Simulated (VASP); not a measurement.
The system is NaNb2.

```
Na Nb
1.0
     0.00000    2.94980    2.94980
     2.94980    0.00000    2.94980
     2.94980    2.94980    0.00000
Na Nb
1 2
Direct
  0.00000 0.00000 0.00000
  0.25000 0.25000 0.25000
  0.75000 0.75000 0.75000
```

```yaml
Program: VASP 6.6.1
Task: relaxation of cell and atoms
Functional: PBE
Potentials_or_basis: VASP PAW PBE potentials, release 64 (Na_pv, Nb_sv)
Cutoff: 600 eV
k_mesh: 6 × 6 × 6
Occupations: gaussian, width 0.1 eV
Spin: no spin polarisation
```

At the start: pressure 24.4 GPa; volume 17.11 Å³/atom.

Question: How do energy, volume and symmetry change on relaxing?

Answer: Over 5 steps the energy falls by 260.3 meV/atom and the volume is 21.19 Å³/atom (+23.8 %); space group Fm-3m (No. 225, to 0.05 Å).

Step by step:
```csv
step,energy change (eV),largest force (eV/Å),pressure (GPa),volume (Å³)
1,0.0000,0.0000,24.37,51.33
2,-0.2985,0.0000,-7.67,73.20
3,-0.7699,0.0000,2.19,61.84
4,-0.7804,0.0000,-0.48,63.95
5,-0.7810,0.0000,-0.05,63.56
```

Final structure:
```
Na Nb
1.0
     0.00000    3.16749    3.16749
     3.16749    0.00000    3.16749
     3.16749    3.16749    0.00000
Na Nb
1 2
Direct
  0.00000 0.00000 0.00000
  0.25000 0.25000 0.25000
  0.75000 0.75000 0.75000
```

Caveat: the volume moved by over 15 % at a fixed basis, so the end points are rough.
